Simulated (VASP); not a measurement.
Crystal: PbS2 (fluorite type).

```xyz
3
Lattice="0.0000 3.1110 3.1110 3.1110 0.0000 3.1110 3.1110 3.1110 0.0000" Properties=species:S:1:pos:R:3 pbc="T T T"
Pb    0.0000    0.0000    0.0000
S     1.5555    1.5555    1.5555
S     4.6666    4.6666    4.6666
```

```yaml
Program: VASP 6.6.1
Task: relaxation of cell and atoms
Functional: PBE
Potentials_or_basis: VASP PAW PBE potentials, release 64 (Pb_d, S)
Cutoff: 600 eV
k_mesh: 9 × 9 × 9
Occupations: fermi-dirac, width 0.03 eV
Spin: no spin polarisation
```

At the start: pressure 21.5 GPa; volume 20.07 Å³/atom.

Q: Where does the relaxation end?

A: Over 5 steps the energy falls by 309.2 meV/atom and the volume is 26.05 Å³/atom (+29.8 %); space group Fm-3m (No. 225, to 0.05 Å).

Step by step:
| step | energy change (eV) | largest force (eV/Å) | pressure (GPa) | volume (Å³) |
| --- | --- | --- | --- | --- |
| 1 | 0.0000 | 0.0000 | 21.53 | 60.22 |
| 2 | -0.8183 | 0.0000 | -3.59 | 86.93 |
| 3 | -0.9272 | 0.0000 | 0.29 | 77.63 |
| 4 | -0.9277 | 0.0000 | -0.04 | 78.23 |
| 5 | -0.9277 | 0.0000 | -0.01 | 78.16 |

Final structure:
```xyz
3
Lattice="0.0000 3.3936 3.3936 3.3936 0.0000 3.3936 3.3936 3.3936 0.0000" Properties=species:S:1:pos:R:3 pbc="T T T"
Pb    0.0000    3.3936    3.3936
S     1.6968    1.6968    1.6968
S     5.0903    5.0903    5.0903
```

Caveat: the volume moved by over 15 % at a fixed basis, so the end points are rough.
